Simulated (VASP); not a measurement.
Write the native input for VASP 6.6.1 that does the following.

| Item | Value |
| --- | --- |
| Task | relaxation of cell and atoms |
| Functional | pbesol exchange, lda correlation |
| Potentials or basis | VASP PAW PBE potentials, release 64 (Cd) |
| Cutoff | 500 eV |
| k mesh | 6 × 6 × 6 |
| Occupations | methfessel-paxton, width 0.1 eV |
| Spin | no spin polarisation |
| Target pressure | 20 GPa |
| Dipole correction | no |
| Further INCAR settings | ALGO = Normal; EDIFF = 1e-07; IBRION = 2; EDIFFG = -0.02; NSW = 80; ISIF = 3 |

The structure of Cd lies in POSCAR:

```
Cd
1.0
    0.0000000000      3.0400000000      3.0400000000
    3.0400000000      0.0000000000      3.0400000000
    3.0400000000      3.0400000000      0.0000000000
Cd
2
Direct
    1.0000000000      1.0000000000      1.0000000000
    0.2500000000      0.2500000000      0.2500000000
```

This isn't the form of Cd at room conditions, which is hcp.

One way to write it, as run:

INCAR

```
ALGO     = Normal         # electronic algorithm
EDIFF    = 1E-7           # SCF threshold, eV
EDIFFG   = -0.02          # ionic threshold
ENCUT    = 500            # plane-wave cutoff, eV
GGA      = LIBXC          # functional
GGA_COMPAT= False        
IBRION   = 2              # ionic algorithm
ISIF     = 3              # what is computed and relaxed
ISMEAR   = 1              # smearing method
LASPH    = True           # aspherical terms in the spheres
LCHARG   = False          # write CHGCAR
LIBXC1   = GGA_X_PBE_SOL
LIBXC2   = LDA_C_PW     
LREAL    = False          # projectors in reciprocal space
LWAVE    = False          # write WAVECAR
NELM     = 120            # most SCF steps
NELMIN   = 4            
NSW      = 80             # ionic steps
PREC     = Accurate       # precision mode
PSTRESS  = 200.0        
SIGMA    = 0.1            # smearing width, eV
```

KPOINTS

```
k-points
0
Gamma
  6 6 6
```

Potentials or basis: VASP PAW PBE potentials, release 64 (Cd).

Run with:

```console
$ cat potpaw_PBE.64/Cd/POTCAR > POTCAR
$ mpirun -np 1 vasp_std > vasp.out
```

Results of the run:

| Quantity | Value |
| --- | --- |
| Relaxed volume | 25.56 Å³/atom |
| Relaxed cell | a = 4.166 Å, b = 4.166 Å, c = 4.166 Å, α = 60.00°, β = 60.00°, γ = 60.00° |
| Space group after relaxing (to 0.1 Å) | Fd-3m (No. 227) |
| Energy change on relaxing (the run minimises the enthalpy) | +250.5 meV/atom |
| Ionic steps | 4 |
| Pressure after relaxing | 20.0 GPa |
| Band gap on the k mesh | zero (bands 12 and 13 overlap by 7.00 eV) |

Caveat: the cell is relaxed towards a set pressure, so the run minimises the enthalpy, not the energy; the PAW data sets were made with another functional, which shifts forces and pressure a little.

Run time: 18 s on 1 thread of Intel(R) Xeon(R) 6975P-C (Granite Rapids) (shared host), peak memory 0.18 GiB.
